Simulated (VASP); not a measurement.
# Ga (I4_1/amd) in VASP: notebook

The runs below take Ga through single point, with LDA.

Program: VASP 6.6.1. These are calculated values, not measurements. Logs are shortened: lines on timing, memory, paths and dates and some standing lists are left out, and cuts for length are marked.

## 1. The cell of the first run

It takes space group I4_1/amd (No. 141, tetragonal). Conventional cell: a = 3.845 Å, b = 3.845 Å, c = 2.013 Å, α = 90.00°, β = 90.00°, γ = 90.00°. Ga (site symmetry -4m2) has 10 Ga at 1.99 to 2.44 Å within 2.6 Å.

## 2. Single point, LDA

Contents of INCAR:

```
SYSTEM = Ga
  PREC = Accurate
  ENCUT = 520
  EDIFF = 1E-6
  ISMEAR = -1
  SIGMA = 0.1
  LREAL = .FALSE.
  LASPH = .TRUE.
  NELM = 80
  ALGO = Normal
  ISIF = 2
  LWAVE = .FALSE.
  LCHARG = .FALSE.
  NBANDS = 20
```

Contents of KPOINTS:

```
Automatic mesh
0
G
  20 20 20
  0 0 0
```

Contents of POSCAR:

```
Ga
1.0
   -1.9224524590      1.9224524590      1.0063249121
    1.9224524590     -1.9224524590      1.0063249121
    1.9224524590      1.9224524590     -1.0063249121
Ga
2
Direct
   -0.3750000000     -0.1250000000     -0.2500000000
    0.3750000000      0.1250000000      0.2500000000
```

Potentials or basis: VASP PAW LDA potentials, release 64 (Ga_d).

Run with:

```sh
cat potpaw_LDA.64/Ga_d/POTCAR > POTCAR
mpirun -np 1 vasp_std > vasp.out
```

OUTCAR:

```text
SYSTEM = Ga
   PREC = Accurate
   ENCUT = 520
   EDIFF = 1E-6
   ISMEAR = -1
   LREAL = .FALSE.
   LASPH = .TRUE.
   NELM = 80
   ISIF = 2

 ion  position               nearest neighbor table
   1  0.625  0.875  0.750-   2 1.99   2 1.99   2 1.99   2 1.99   2 2.44   2 2.44   2 2.44   2 2.44

   2  0.375  0.125  0.250-   1 1.99   1 1.99   1 1.99   1 1.99   1 2.44   1 2.44   1 2.44   1 2.44

  LATTYP: Found a body centered tetragonal cell.
 ALAT       =     3.8449049180
 C/A-ratio  =     0.5234589326

  Lattice vectors:

 A1 = (  -1.9224524590,   1.9224524590,   1.0063249121)
 A2 = (   1.9224524590,  -1.9224524590,   1.0063249121)
 A3 = (   1.9224524590,   1.9224524590,  -1.0063249121)

Analysis of symmetry for initial positions (statically):
=====================================================================
 Subroutine PRICEL returns:
 Original cell was already a primitive cell.

 Routine SETGRP: Setting up the symmetry group for a
 body centered tetragonal supercell.

 Subroutine GETGRP returns: Found 16 space group operations
 (whereof  4 operations were pure point group operations)
 out of a pool of 16 trial point group operations.

The static configuration has the point symmetry C_2h.
 The point group associated with its full space group is D_4h.

Analysis of symmetry for dynamics (positions and initial velocities):
=====================================================================
 Subroutine PRICEL returns:
 Original cell was already a primitive cell.

 Routine SETGRP: Setting up the symmetry group for a
 body centered tetragonal supercell.

 Subroutine GETGRP returns: Found 16 space group operations
 (whereof  4 operations were pure point group operations)
 out of a pool of 16 trial point group operations.

The dynamic configuration has the point symmetry C_2h.
 The point group associated with its full space group is D_4h.

 Subroutine INISYM returns: Found 16 space group operations
 (whereof  4 operations are pure point group operations),
 and found     1 'primitive' translations

----------------------------------------------------------------------------------------

                                     Primitive cell

  volume of cell :      14.8768

  direct lattice vectors                    reciprocal lattice vectors
    -1.922452459  1.922452459  1.006324912     0.000000000  0.260084455  0.496857420
     1.922452459 -1.922452459  1.006324912     0.260084455  0.000000000  0.496857420
     1.922452459  1.922452459 -1.006324912     0.260084455  0.260084455  0.000000000

  length of vectors
[... 81 lines left out ...]
   NELM   =     80;   NELMIN=  2; NELMDL= -5     # of ELM steps
   EDIFF  = 0.1E-05   stopping-criterion for ELM
   LREAL  =      F    real-space projection
   EDIFFG = 0.1E-04   stopping-criterion for IOM
   NSW    =      0    number of steps for IOM
   IBRION =     -1    ionic relax: 0-MD 1-quasi-New 2-CG
   NFREE  =      0    steps in history (QN), initial steepest desc. (CG)
   ISIF   =      2    stress and relaxation
   ISYM   =      2    0-nonsym 1-usesym 2-fastsym
   POTIM  = 0.5000    time-step for ionic-motion
   TEBEG  =    0.0;   TEEND  =   0.0 temperature during run
   PSTRESS=    0.0 pullay stress
   NELECT =      26.0000    total number of electrons
   NUPDOWN=      -1.0000    fix difference up-down
   EMIN   =  10.00;   EMAX   =-10.00  energy-range for DOS
   EFERMI =   0.00;   METHOD = LEGACY
   ISMEAR =    -1;   SIGMA  =   0.10  broadening in eV -4-tet -1-fermi 0-gaus
   EFERMI_NEDOS =   21; number of points for ismear=-14 and -15
   IALGO  =     38    algorithm
   IMIX   =      4    mixing-type and parameters
     AMIX     =   0.40;   BMIX     =  1.00
     AMIX_MAG =   1.60;   BMIX_MAG =  1.00
  volume/ion in A,a.u.               =       7.44        50.20
  Fermi-wavevector in a.u.,A,eV,Ry     =   1.971951  3.726447 52.907493  3.888591
  Thomas-Fermi vector in A             =   2.994346
   LORBIT       =      0    0 simple, 1 ext, 2 COOP (PROOUT), +10 PAW based schemes
   GGA     = CA    functional components
   LHFCALC =     F    Hartree Fock is set to
   AEXX    =    0.0000 exact exchange contribution
   IVDW    =     0    specifies the selected vdW correction
   LEPSILON=     F    determine dielectric tensor
   LRPA    =     F    only Hartree local field effects (RPA)
 non-spin polarized calculation
  energy-cutoff  :      520.00
  volume of cell :       14.88
 maximum number of plane-waves:       419
 NGX is ok and might be reduce to    24
   NGX = 11   NGY = 11   NGZ = 11

 number of electron      26.0000006 magnetization

 Free energy of the ion-electron system (eV)
  ---------------------------------------------------
  ext. energy  EPLUGINS =         0.00000000
  ---------------------------------------------------
  free energy    TOTEN  =         6.03796438 eV

  energy without entropy =        6.05686803  energy(sigma->0) =        6.04741620

 E-fermi :  19.2802     XC(G=0): -17.0209

 val. band max:       19.2799316658   @ k =   0.3500   0.1000   0.0500
 cond. band min:      19.2911872079   @ k =   0.2500   0.1500   0.0000
 fundamental gap:      0.0112555421
 Fermi energy:        19.2801889491

 k-point     1 :       0.0000    0.0000    0.0000
  band No.  band energies     occupation
      1      -2.3888      2.00000
      2      -1.0974      2.00000
      3      -0.7987      2.00000
      4      -0.4199      2.00000
      5      -0.2292      2.00000
      6       1.9500      2.00000
[... 541 lines left out ...]
     19      34.7003      0.00000
     20      38.5649      0.00000

 [... further k-points ...]

------------------------ aborting loop because EDIFF is reached ----------------------------------------

  FORCE on cell =-STRESS in cart. coord.  units (eV):
  Direction    XX          YY          ZZ          XY          YZ          ZX
  --------------------------------------------------------------------------------------
  -------------------------------------------------------------------------------------
  Total       43.3969009     43.3969009     43.3002232      0.0000000     -0.0000000      0.0000000
  in kB     4673.6896027   4673.6896027   4663.2777679      0.0000000     -0.0000000      0.0000000
  external PRESSURE =    4670.2189911 kB  Pullay stress =       0.0000000 kB

 VOLUME and BASIS-vectors are now :
 -----------------------------------------------------------------------------
  energy-cutoff  :      520.00
  volume of cell :       14.88
      direct lattice vectors                 reciprocal lattice vectors
    -1.922452459  1.922452459  1.006324912     0.000000000  0.260084455  0.496857420
     1.922452459 -1.922452459  1.006324912     0.260084455  0.000000000  0.496857420
     1.922452459  1.922452459 -1.006324912     0.260084455  0.260084455  0.000000000

 POSITION                                       TOTAL-FORCE (eV/Angst)
 -----------------------------------------------------------------------------------
      1.92245      0.96123      0.75474         0.000000     -0.000000     -0.000000
      0.00000      0.96123      0.25158        -0.000000      0.000000      0.000000
 -----------------------------------------------------------------------------------
    total drift:                               -0.000000      0.000000      0.000000

  FREE ENERGIE OF THE ION-ELECTRON SYSTEM (eV)
  ---------------------------------------------------
  free  energy   TOTEN  =         6.0379643795 eV

  energy  without entropy=        6.0568680281  energy(sigma->0) =        6.04741620
```

OSZICAR:

```text
N       E                     dE             d eps       ncg     rms          rms(c)
DAV:   1     0.123825520185E+03    0.12383E+03   -0.11761E+04 30968   0.296E+03
DAV:   2     0.126198335498E+02   -0.11121E+03   -0.10692E+03 25980   0.384E+02
DAV:   3     0.545498354123E+01   -0.71649E+01   -0.71296E+01 28476   0.862E+01
DAV:   4     0.538480908936E+01   -0.70174E-01   -0.70144E-01 29024   0.874E+00
DAV:   5     0.538377629170E+01   -0.10328E-02   -0.10327E-02 31256   0.102E+00    0.490E+00
DAV:   6     0.581652471900E+01    0.43275E+00   -0.11399E-01 32852   0.112E+01    0.263E+00
DAV:   7     0.603104909898E+01    0.21452E+00   -0.78167E-02 34248   0.594E+00    0.345E-01
DAV:   8     0.603807168125E+01    0.70226E-02   -0.15248E-02 30420   0.205E+00    0.351E-02
DAV:   9     0.603796225345E+01   -0.10943E-03   -0.86988E-04 34652   0.372E-01    0.199E-02
DAV:  10     0.603796358399E+01    0.13305E-05   -0.50123E-05 30844   0.151E-01    0.249E-03
DAV:  11     0.603796437950E+01    0.79551E-06   -0.51258E-06 28744   0.497E-02
   1 F= 0.60379644E+01 E0= 0.60474162E+01  d E =-.189036E-01
```

stdout:

```text
POSCAR found type information on POSCAR Ga
 POSCAR found :  1 types and       2 ions
 scaLAPACK will be used
 LDA part: xc-table for (Slater(with rela. corr.)+CA(PZ))
 , standard interpolation
 POSCAR, INCAR and KPOINTS ok, starting setup
 FFT: planning ... GRIDC
 FFT: planning ... GRID_SOFT
 FFT: planning ... GRID
 WAVECAR not read
 entering main loop
```

Wall time 55 s (1 thread of Intel Xeon 6975P-C (Granite Rapids), shared host); peak memory 0.26 GiB.

Results:

```yaml
Free_energy: 6.0380 eV
Pressure: 467.0 GPa
Band_gap_on_the_k_mesh: zero (bands 13 and 14 overlap by 13.16 eV)
```

Caveat: the cell stands under pressure.

## 3. Single point, LDA

Contents of INCAR:

```
PREC     = Accurate       # precision mode
ENCUT    = 520            # plane-wave cutoff, eV
EDIFF    = 1E-6           # SCF threshold, eV
ISMEAR   = -1             # smearing method
SIGMA    = 0.1            # smearing width, eV
LREAL    = False          # projectors in reciprocal space
LASPH    = True           # aspherical terms in the spheres
NELM     = 100            # most SCF steps
ALGO     = Normal         # electronic algorithm
ISIF     = 2              # what is computed and relaxed
LWAVE    = False          # write WAVECAR
LCHARG   = False          # write CHGCAR
GGA      = CA             # functional
NBANDS   = 20             # bands
```

Contents of KPOINTS:

```
regular mesh
0
Gamma
  20 20 20
```

Contents of POSCAR:

```
Ga
1.0
   -1.9231320237      1.9231320237      1.0065269649
    1.9231320237     -1.9231320237      1.0065269649
    1.9231320237      1.9231320237     -1.0065269649
Ga
2
Direct
   -0.3750000000     -0.1250000000     -0.2500000000
    0.3750000000      0.1250000000      0.2500000000
```

Potentials or basis: VASP PAW LDA potentials, release 64 (Ga_d).

Run with:

```sh
cat potpaw_LDA.64/Ga_d/POTCAR > POTCAR
mpirun -np 1 vasp_std > vasp.out
```

OUTCAR:

```text
PREC = Accurate
   ENCUT = 520
   EDIFF = 1E-6
   ISMEAR = -1
   LREAL = False
   LASPH = True
   NELM = 100
   ISIF = 2
   GGA = CA

 ion  position               nearest neighbor table
   1  0.625  0.875  0.750-   2 1.99   2 1.99   2 1.99   2 1.99   2 2.44   2 2.44   2 2.44   2 2.44

   2  0.375  0.125  0.250-   1 1.99   1 1.99   1 1.99   1 1.99   1 2.44   1 2.44   1 2.44   1 2.44

  LATTYP: Found a body centered tetragonal cell.
 ALAT       =     3.8462640474
 C/A-ratio  =     0.5233790257
[... 743 lines left out ...]

------------------------ aborting loop because EDIFF is reached ----------------------------------------

  FORCE on cell =-STRESS in cart. coord.  units (eV):
  Direction    XX          YY          ZZ          XY          YZ          ZX
  --------------------------------------------------------------------------------------
  -------------------------------------------------------------------------------------
  Total       43.2890712     43.2890712     43.2133251      0.0000000      0.0000000      0.0000000
  in kB     4657.8472852   4657.8472852   4649.6971042      0.0000000      0.0000000      0.0000000
  external PRESSURE =    4655.1305582 kB  Pullay stress =       0.0000000 kB

 VOLUME and BASIS-vectors are now :
 -----------------------------------------------------------------------------
  energy-cutoff  :      520.00
  volume of cell :       14.89
      direct lattice vectors                 reciprocal lattice vectors
    -1.923132024  1.923132024  1.006526965     0.000000000  0.259992551  0.496757680
     1.923132024 -1.923132024  1.006526965     0.259992551  0.000000000  0.496757680
     1.923132024  1.923132024 -1.006526965     0.259992551  0.259992551  0.000000000

 POSITION                                       TOTAL-FORCE (eV/Angst)
 -----------------------------------------------------------------------------------
      1.92313      0.96157      0.75490        -0.000000     -0.000000     -0.000000
      0.00000      0.96157      0.25163         0.000000      0.000000      0.000000
 -----------------------------------------------------------------------------------
    total drift:                               -0.000000      0.000000      0.000000

  FREE ENERGIE OF THE ION-ELECTRON SYSTEM (eV)
  ---------------------------------------------------
  free  energy   TOTEN  =         5.9986724850 eV

  energy  without entropy=        6.0175620662  energy(sigma->0) =        6.00811728
```

stdout:

```text
POSCAR found type information on POSCAR Ga
 POSCAR found :  1 types and       2 ions
 scaLAPACK will be used
 LDA part: xc-table for (Slater(with rela. corr.)+CA(PZ))
 , standard interpolation
 POSCAR, INCAR and KPOINTS ok, starting setup
 FFT: planning ... GRIDC
 FFT: planning ... GRID_SOFT
 FFT: planning ... GRID
 WAVECAR not read
 entering main loop
```

Run time: 54 s. Hardware: 1 thread of Intel Xeon 6975P-C (Granite Rapids), shared host; peak memory 0.26 GiB.

What came out:

```yaml
Free_energy: 5.9987 eV
Pressure: 465.5 GPa
Band_gap_on_the_k_mesh: zero (bands 13 and 14 overlap by 13.16 eV)
```

Levels at points of the mesh, in eV from the Fermi level:
| k point | band 9 | band 10 | band 11 | band 12 | band 13 | band 14 | band 15 | band 16 | band 17 | band 18 |
| --- | --- | --- | --- | --- | --- | --- | --- | --- | --- | --- |
| (0.00, 0.00, 0.00) | -17.29 | -16.66 | -16.06 | -2.70 | -2.70 | 4.42 | 5.73 | 17.80 | 17.80 | 22.90 |
| (0.50, 0.00, 0.00) | -16.73 | -16.45 | -9.70 | -5.91 | -0.30 | 0.44 | 4.88 | 5.52 | 11.16 | 15.63 |
| (0.50, 0.50, 0.00) | -16.97 | -16.97 | -15.08 | -15.08 | 4.46 | 4.46 | 8.24 | 8.24 | 19.26 | 19.26 |
| (0.50, 0.50, 0.50) | -17.20 | -17.20 | -11.70 | -11.70 | -7.18 | -7.18 | 17.52 | 17.52 | 26.22 | 26.22 |

Caveat: the cell stands under pressure.
